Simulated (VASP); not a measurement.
# Ag5P3H3O12 (a cell with a defect) in VASP: further runs

Ag5P3H3O12 (a cell with a defect) is run at these levels: PBE+D3(BJ); tasks: single point, molecular dynamics.

All numbers are computed with VASP 6.6.1; they aren't measurements. Logs are shortened: lines on timing, memory, paths and dates and some standing lists are left out, and cuts for length are marked.

## 1. The cell of the first run

The cell holds a defect, 23 atoms: a = 6.190 Å, b = 6.190 Å, c = 9.015 Å, α = 90.00°, β = 90.00°, γ = 120.00°.

## 2. Single point, PBE+D3(BJ)

Input file INCAR:

```
SYSTEM = Ag5P3H3O12
  PREC = Accurate
  ENCUT = 520
  EDIFF = 1E-6
  ISMEAR = -1
  SIGMA = 0.05
  LREAL = Auto
  LASPH = .True.
  NELM = 100
  ALGO = Normal
  ISIF = 2
  LWAVE = .False.
  LCHARG = .True.
  GGA = PE
  IVDW = 12
  LELF = .True.
  LVHAR = .True.
  NBANDS = 90
```

Input file KPOINTS:

```
Automatic mesh
0
Gamma
  2 2 1
  0 0 0
```

Input file POSCAR:

```
Ag5P3H3O12
1.0
    6.1900000000      0.0000000000      0.0000000000
   -3.0950000000      5.3606970000      0.0000000000
    0.0000000000      0.0000000000      9.0150000000
Ag H P O
5 3 3 12
Direct
    0.9498716466      0.0897271381      0.3312146423
    0.9033251884      0.8356002960      0.6695174709
    0.2137274297      0.1039976705     -0.0039046034
    0.2451420134      0.4207848345      0.6614420410
    0.5470991554      0.7731643852      0.0263560732
    0.6707741134      0.3507566274      0.1633388796
    0.7921288732      0.3782157432      0.5823849140
    0.6876763974      0.3970006139      0.8507598447
    0.4944739808      0.5330836643      0.3527676095
    0.4891587274     -0.0015856147      0.6900277316
    0.9572786866      0.4472552730     -0.0133222407
    0.2166441470      0.4787810242      0.3901830283
    0.6000248406      0.8463824760      0.7766611204
    0.1428274421      0.6876904253      0.0743760399
    0.6122784960      0.7876587690      0.2734886301
    0.1272000654      0.3842224248      0.8922684415
    0.2709171649      0.8700734252      0.6071436495
    0.4880118779      0.3364114778      0.2428951747
    0.7104905415      0.1838566888      0.5806766500
    0.8211547642      0.5482869112      0.8880310593
    0.7218917220      0.5853343325      0.4711924570
    0.7331813718      0.2436809989      0.0875984470
    0.5034274193      0.1832037886      0.8008985025
```

Potentials or basis: VASP PAW PBE potentials, release 64 (Ag, H, P, O).

Launch:

```sh
$ cat potpaw_PBE.64/Ag/POTCAR potpaw_PBE.64/H/POTCAR potpaw_PBE.64/P/POTCAR potpaw_PBE.64/O/POTCAR > POTCAR
$ mpirun -np 1 vasp_std > vasp.out
```

OUTCAR:

```text
SYSTEM = Ag5P3H3O12
   PREC = Accurate
   ENCUT = 520
   EDIFF = 1E-6
   ISMEAR = -1
   LREAL = Auto
   LASPH = .True.
   NELM = 100
   ISIF = 2
   GGA = PE
   IVDW = 12
 IVDW          = 12

 ion  position               nearest neighbor table
   1  0.950  0.090  0.331-  15 2.06  12 2.20   9 3.11   9 3.18   2 3.38   3 3.41   4 3.56   5 3.57

   2  0.903  0.836  0.670-  13 2.14  17 2.25  21 2.26  20 2.53   4 3.15  10 3.19  10 3.25   1 3.38
                             3 3.45   4 3.57
   3  0.214  0.104  0.996-  16 2.26  23 2.38  14 2.49  18 2.73  11 3.23   1 3.41   2 3.45   4 3.55
                             5 3.57   5 3.58   5 3.60
   4  0.245  0.421  0.661-  16 2.18  12 2.49  13 2.66  17 2.75   9 3.09  10 3.12   2 3.15   3 3.55
                             1 3.56   2 3.57
   5  0.547  0.773  0.026-  15 2.26  13 2.29  14 2.32  22 2.60  16 2.78  11 3.19   9 3.24   1 3.57
                             3 3.57   3 3.58   3 3.60
   6  0.671  0.351  0.163-  22 1.14  18 1.30
   7  0.792  0.378  0.582-  19 1.05
   8  0.688  0.397  0.851-  20 0.95  23 1.32
   9  0.494  0.533  0.353-  15 1.54  18 1.55  12 1.61  21 1.66   4 3.09   1 3.11   1 3.18   5 3.24

  10  0.489  0.998  0.690-  17 1.39  23 1.49  19 1.61  13 1.62   4 3.12   2 3.19   2 3.25
  11  0.957  0.447  0.987-  16 1.55  20 1.56  14 1.57  22 1.61   5 3.19   3 3.23
  12  0.217  0.479  0.390-   9 1.61   1 2.20   4 2.49
  13  0.600  0.846  0.777-  10 1.62   2 2.14   5 2.29   4 2.66
  14  0.143  0.688  0.074-  11 1.57   5 2.32   3 2.49
  15  0.612  0.788  0.273-   9 1.54   1 2.06   5 2.26
  16  0.127  0.384  0.892-  11 1.55   4 2.18   3 2.26   5 2.78
  17  0.271  0.870  0.607-  10 1.39   2 2.25   4 2.75
  18  0.488  0.336  0.243-   6 1.30   9 1.55   3 2.73
  19  0.710  0.184  0.581-   7 1.05  10 1.61
  20  0.821  0.548  0.888-   8 0.95  11 1.56   2 2.53
  21  0.722  0.585  0.471-   9 1.66   2 2.26
  22  0.733  0.244  0.088-   6 1.14  11 1.61   5 2.60
  23  0.503  0.183  0.801-   8 1.32  10 1.49   3 2.38

  LATTYP: Found a hexagonal cell.
 ALAT       =     6.1900000000
 C/A-ratio  =     1.4563812601

  Lattice vectors:

 A1 = (   6.1900000000,   0.0000000000,   0.0000000000)
 A2 = (  -3.0950000000,   5.3606970000,   0.0000000000)
 A3 = (   0.0000000000,   0.0000000000,   9.0150000000)

Analysis of symmetry for initial positions (statically):
=====================================================================
 Subroutine PRICEL returns:
 Original cell was already a primitive cell.

 Routine SETGRP: Setting up the symmetry group for a
 hexagonal supercell.

 Subroutine GETGRP returns: Found  1 space group operations
 (whereof  1 operations were pure point group operations)
 out of a pool of 24 trial point group operations.

The static configuration has the point symmetry C_1 .

Analysis of symmetry for dynamics (positions and initial velocities):
=====================================================================
 Subroutine PRICEL returns:
 Original cell was already a primitive cell.

 Routine SETGRP: Setting up the symmetry group for a
 hexagonal supercell.

 Subroutine GETGRP returns: Found  1 space group operations
 (whereof  1 operations were pure point group operations)
 out of a pool of 24 trial point group operations.

The dynamic configuration has the point symmetry C_1 .

 Subroutine INISYM returns: Found  1 space group operations
 (whereof  1 operations are pure point group operations),
 and found     1 'primitive' translations

----------------------------------------------------------------------------------------

                                     Primitive cell

  volume of cell :     299.1422

  direct lattice vectors                    reciprocal lattice vectors
     6.190000000  0.000000000  0.000000000     0.161550889  0.093271453  0.000000000
    -3.095000000  5.360697000  0.000000000     0.000000000  0.186542907  0.000000000
     0.000000000  0.000000000  9.015000000     0.000000000  0.000000000  0.110926234

  length of vectors
     6.190000000  6.189999784  9.015000000     0.186542900  0.186542907  0.110926234

  position of ions in fractional coordinates (direct lattice)
     0.949871647  0.089727138  0.331214642
     0.903325188  0.835600296  0.669517471
     0.213727430  0.103997671  0.996095397
     0.245142013  0.420784834  0.661442041
     0.547099155  0.773164385  0.026356073
     0.670774113  0.350756627  0.163338880
[... 15 lines left out ...]
     0.733181372  0.243680999  0.087598447
     0.503427419  0.183203789  0.800898502

  ion indices of the primitive-cell ions
   primitive index   ion index
                 1           1
                 2           2
                 3           3
                 4           4
                 5           5
                 6           6
[... 15 lines left out ...]
                22          22
                23          23

----------------------------------------------------------------------------------------

 KPOINTS: Automatic mesh

Automatic generation of k-mesh.
 Grid dimensions read from file:
 generate k-points for:    2    2    1

 Generating k-lattice:

  Cartesian coordinates                     Fractional coordinates (reciprocal lattice)
     0.080775444  0.046635727  0.000000000     0.500000000  0.000000000  0.000000000
     0.000000000  0.093271453  0.000000000     0.000000000  0.500000000  0.000000000
     0.000000000  0.000000000  0.110926234     0.000000000  0.000000000  1.000000000

  Length of vectors
     0.093271450  0.093271453  0.110926234

  Shift w.r.t. Gamma in fractional coordinates (k-lattice)
     0.000000000  0.000000000  0.000000000

 Subroutine IBZKPT returns following result:
 ===========================================

 Found      4 irreducible k-points:

 Following reciprocal coordinates:
            Coordinates               Weight
  0.000000  0.000000  0.000000      1.000000
  0.500000  0.000000  0.000000      1.000000
  0.000000  0.500000  0.000000      1.000000
  0.500000  0.500000  0.000000      1.000000
   k-points           NKPTS =      4   k-points in BZ     NKDIM =      4   number of bands    NBANDS=     90
   number of dos      NEDOS =    301   number of ions     NIONS =     23
   total plane-waves  NPLWV = 161280
   dimension x,y,z NGX =    48 NGY =   48 NGZ =   70
   dimension x,y,z NGXF=    96 NGYF=   96 NGZF=  140
   ions per type =               5   3   3  12
   NGX,Y,Z   is equivalent  to a cutoff of  12.89, 12.89, 12.91 a.u.
   NGXF,Y,Z  is equivalent  to a cutoff of  25.78, 25.78, 25.82 a.u.
 SYSTEM =  Ag5P3H3O12
   PREC   = accura    normal or accurate (medium, high low for compatibility)
   ISTART =      0    job   : 0-new  1-cont  2-samecut
   ICHARG =      2    charge: 1-file 2-atom 10-const
   ISPIN  =      1    spin polarized calculation?
   LNONCOLLINEAR =      F non collinear calculations
   LSORBIT =      F    spin-orbit coupling
   LASPH  =      T    aspherical Exc in radial PAW
   ENCUT  =  520.0 eV  38.22 Ry    6.18 a.u.  11.51 11.51 16.76*2*pi/ulx,y,z
   NELM   =    100;   NELMIN=  2; NELMDL= -5     # of ELM steps
   EDIFF  = 0.1E-05   stopping-criterion for ELM
   LREAL  =      T    real-space projection
   EDIFFG = 0.1E-04   stopping-criterion for IOM
   NSW    =      0    number of steps for IOM
   IBRION =     -1    ionic relax: 0-MD 1-quasi-New 2-CG
   NFREE  =      0    steps in history (QN), initial steepest desc. (CG)
   ISIF   =      2    stress and relaxation
   ISYM   =      2    0-nonsym 1-usesym 2-fastsym
   POTIM  = 0.5000    time-step for ionic-motion
   TEBEG  =    0.0;   TEEND  =   0.0 temperature during run
   PSTRESS=    0.0 pullay stress
   NELECT =     145.0000    total number of electrons
   NUPDOWN=      -1.0000    fix difference up-down
   EMIN   =  10.00;   EMAX   =-10.00  energy-range for DOS
   EFERMI =   0.00;   METHOD = LEGACY
   ISMEAR =    -1;   SIGMA  =   0.05  broadening in eV -4-tet -1-fermi 0-gaus
   EFERMI_NEDOS =   21; number of points for ismear=-14 and -15
   IALGO  =     38    algorithm
   IMIX   =      4    mixing-type and parameters
     AMIX     =   0.40;   BMIX     =  1.00
     AMIX_MAG =   1.60;   BMIX_MAG =  1.00
  volume/ion in A,a.u.               =      13.01        87.77
  Fermi-wavevector in a.u.,A,eV,Ry     =   1.285992  2.430173 22.500983  1.653776
  Thomas-Fermi vector in A             =   2.418093
   LORBIT       =      0    0 simple, 1 ext, 2 COOP (PROOUT), +10 PAW based schemes
   GGA     = PE    functional components
   LHFCALC =     F    Hartree Fock is set to
   AEXX    =    0.0000 exact exchange contribution
   IVDW    =    12    specifies the selected vdW correction
   LEPSILON=     F    determine dielectric tensor
   LRPA    =     F    only Hartree local field effects (RPA)
 non-spin polarized calculation
  energy-cutoff  :      520.00
  volume of cell :      299.14
 maximum number of plane-waves:      8061
 NGX is ok and might be reduce to    48
   NGX = 23   NGY = 23   NGZ = 33

 number of electron     144.9999998 magnetization

 Free energy of the ion-electron system (eV)
  ---------------------------------------------------
  ext. energy  EPLUGINS =         0.00000000
  ---------------------------------------------------
  free energy    TOTEN  =      -124.14088665 eV

  energy without entropy =     -124.07124414  energy(sigma->0) =     -124.10606540

 E-fermi :   2.4953     XC(G=0):  -9.6932

 val. band max:        2.4792122858   @ k =   0.0000   0.0000   0.0000
 cond. band min:       2.6131102969   @ k =   0.0000   0.5000   0.0000
 fundamental gap:      0.1338980111
 Fermi energy:         2.4953376481

 k-point     1 :       0.0000    0.0000    0.0000
  band No.  band energies     occupation
      1     -19.8193      2.00000
      2     -19.2365      2.00000
      3     -18.2105      2.00000
      4     -17.5623      2.00000
      5     -17.0669      2.00000
      6     -17.0500      2.00000
[... 76 lines left out ...]
     83       9.4885      0.00000
     84       9.6290      0.00000

 k-point     2 :       0.5000    0.0000    0.0000
  band No.  band energies     occupation
      1     -19.7938      2.00000
      2     -19.2431      2.00000
      3     -18.1777      2.00000
      4     -17.5790      2.00000
      5     -17.0885      2.00000
      6     -17.0547      2.00000
[... 76 lines left out ...]
     83       9.6013      0.00000
     84       9.9478      0.00000

 k-point     3 :       0.0000    0.5000    0.0000
  band No.  band energies     occupation
      1     -19.7927      2.00000
      2     -19.2561      2.00000
      3     -18.1706      2.00000
      4     -17.5704      2.00000
      5     -17.0767      2.00000
      6     -17.0658      2.00000
[... 76 lines left out ...]
     83       9.8719      0.00000
     84       9.9808      0.00000

 k-point     4 :       0.5000    0.5000    0.0000
  band No.  band energies     occupation
      1     -19.8008      2.00000
      2     -19.2330      2.00000
      3     -18.1909      2.00000
      4     -17.5976      2.00000
      5     -17.0844      2.00000
      6     -17.0591      2.00000
[... 76 lines left out ...]
     83       9.2754      0.00000
     84       9.3739      0.00000
 [bands above 84 left out]

------------------------ aborting loop because EDIFF is reached ----------------------------------------

 Edisp (eV)   -4.04979

 E8    (eV) :    -1.4542

  FORCE on cell =-STRESS in cart. coord.  units (eV):
  Direction    XX          YY          ZZ          XY          YZ          ZX
  --------------------------------------------------------------------------------------
  -------------------------------------------------------------------------------------
  Total      -0.18032     7.32020     4.71080     2.82399     7.52268     2.82423
  in kB      -0.96578    39.20629    25.23060    15.12505    40.29077    15.12631
  external pressure =       21.16 kB  Pullay stress =        0.00 kB

 VOLUME and BASIS-vectors are now :
 -----------------------------------------------------------------------------
  energy-cutoff  :      520.00
  volume of cell :      299.14
      direct lattice vectors                 reciprocal lattice vectors
     6.190000000  0.000000000  0.000000000     0.161550889  0.093271453  0.000000000
    -3.095000000  5.360697000  0.000000000     0.000000000  0.186542907  0.000000000
     0.000000000  0.000000000  9.015000000     0.000000000  0.000000000  0.110926234

 POSITION                                       TOTAL-FORCE (eV/Angst)
 -----------------------------------------------------------------------------------
      5.60200      0.48100      2.98590         0.000984      0.724111      0.323339
      3.00540      4.47940      6.03570         0.441277      0.379308     -0.226949
      1.00110      0.55750      8.97980         0.149587     -0.692195      0.514805
      0.21510      2.25570      5.96290         0.053384     -0.180236     -0.837810
      0.99360      4.14470      0.23760        -0.031964      0.250723      0.125636
      3.06650      1.88030      1.47250        -0.346890     -1.198661      0.331229
[... 15 lines left out ...]
      3.78420      1.30630      0.78970         2.035600      1.113107     -0.923219
      2.54920      0.98210      7.22010        -2.840077     -0.136343      1.628812
 -----------------------------------------------------------------------------------
    total drift:                                0.009382      0.001806     -0.020384

  FREE ENERGIE OF THE ION-ELECTRON SYSTEM (eV)
  ---------------------------------------------------
  free  energy   TOTEN  =      -128.1906789260 eV

  energy  without entropy=     -128.1210364149  energy(sigma->0) =     -128.15585767
```

It took 1.8 min on 1 thread of Intel Xeon 6975P-C (Granite Rapids), shared host; peak memory 0.42 GiB.

What came out:

```yaml
Free_energy: -128.1907 eV
Pressure: 2.1 GPa
Largest_force: 8.702 eV/Å
Dispersion_energy_per_atom: -0.176 eV
```

Forces on the atoms (eV/Å):
```
Ag   0.001  0.724  0.323
Ag   0.441  0.379 -0.227
Ag   0.150 -0.692  0.515
Ag   0.053 -0.180 -0.838
Ag  -0.032  0.251  0.126
H   -0.347 -1.199  0.331
H   -0.618 -2.288 -0.365
H   -2.120 -2.680 -1.897
P    1.482  0.369  0.723
P    6.828  4.310  3.245
P    1.150  2.712  2.316
O    2.617 -0.841  0.771
O   -1.115 -0.226 -0.858
O   -0.349 -0.552  0.113
O   -0.306  0.860 -1.117
O   -0.717 -1.547  0.636
O   -5.126 -4.512 -3.587
O   -0.744 -0.094  0.222
O    1.345  1.172 -0.884
O    0.916  3.948  0.564
O   -2.704 -0.888 -0.818
O    2.036  1.113 -0.923
O   -2.840 -0.136  1.629
```

Stress tensor (GPa, compression positive):
```
-0.10  1.51  1.51
 1.51  3.92  4.03
 1.51  4.03  2.52
```

Caveat: the k points lie up to 0.70 Å⁻¹ apart; an odd number of electrons without spin polarisation forces a metal; a magnetic or distorted state may lie lower.

## 3. Molecular dynamics, PBE+D3(BJ)

Input file INCAR:

```
ALGO     = Normal         # electronic algorithm
EDIFF    = 1E-5           # SCF threshold, eV
ENCUT    = 520            # plane-wave cutoff, eV
GGA      = PE             # functional
IBRION   = 0              # ionic algorithm
ISIF     = 2              # what is computed and relaxed
ISMEAR   = -1             # smearing method
ISYM     = 0            
IVDW     = 12             # dispersion correction
LASPH    = T              # aspherical terms in the spheres
LCHARG   = F              # write CHGCAR
LREAL    = Auto         
LWAVE    = F              # write WAVECAR
MDALGO   = 2            
NELM     = 100            # most SCF steps
NELMIN   = 4            
NSW      = 40             # ionic steps
POTIM    = 0.5            # step
PREC     = Accurate       # precision mode
RANDOM_SEED= 564683 0 0   
SIGMA    = 0.05           # smearing width, eV
SMASS    = 0            
TEBEG    = 1920.0       
TEEND    = 1920.0
```

Input file KPOINTS:

```
k-points
0
Gamma
  2 2 1
```

Input file POSCAR:

```
Ag5P3H3O12
1.0
    6.1900000000      0.0000000000      0.0000000000
   -3.0950000000      5.3606970000      0.0000000000
    0.0000000000      0.0000000000      9.0150000000
Ag H P O
5 3 3 12
Direct
    0.9361040700      0.0860191900      0.3308953800
    0.9321700400      0.8362930300      0.6673857600
    0.1799356600      0.0879800900      0.0078285400
    0.2058300000      0.3972213800      0.6656888300
    0.5506927800      0.7750885000      0.0035112700
    0.5986629400      0.2634255000      0.1728545800
    0.7472545000      0.3511058900      0.5573382300
    0.6995290600      0.4288006700      0.8322418400
    0.5299987600      0.5331674900      0.3493797300
    0.5051996900      0.0319435900      0.6902640700
    1.0110901500      0.5234886700      0.0052285400
    0.2692316900      0.3892312800      0.4325857900
    0.5840979600      0.8510759200      0.7672274100
    0.1683474700      0.7686197800      0.0968461500
    0.6018487300      0.7633048800      0.2398737500
    0.1123972800      0.3874036000      0.8986692800
    0.2772440100      0.8688048000      0.5911152900
    0.4825513900      0.3148483400      0.2352804200
    0.7596498600      0.1904075900      0.5790150000
    0.8448303200      0.5940151200      0.8973041600
    0.7019435100      0.5604643200      0.4856294200
    0.8560232000      0.3110224100      0.1101786200
    0.4592961400      0.2030087000      0.7868275300
```

Potentials or basis: VASP PAW PBE potentials, release 64 (Ag, H, P, O).

Launch:

```sh
$ cat potpaw_PBE.64/Ag/POTCAR potpaw_PBE.64/H/POTCAR potpaw_PBE.64/P/POTCAR potpaw_PBE.64/O/POTCAR > POTCAR
$ mpirun -np 1 vasp_std > vasp.out
```

Run time: 61 min. Hardware: 1 thread of Intel Xeon Platinum 8259CL at 2.50GHz (Skylake/Cascade Lake), shared host; peak memory 0.6 GiB.

It converged, with:

* Dispersion energy per atom: -0.177 eV

Caveat: the k points lie up to 0.70 Å⁻¹ apart.
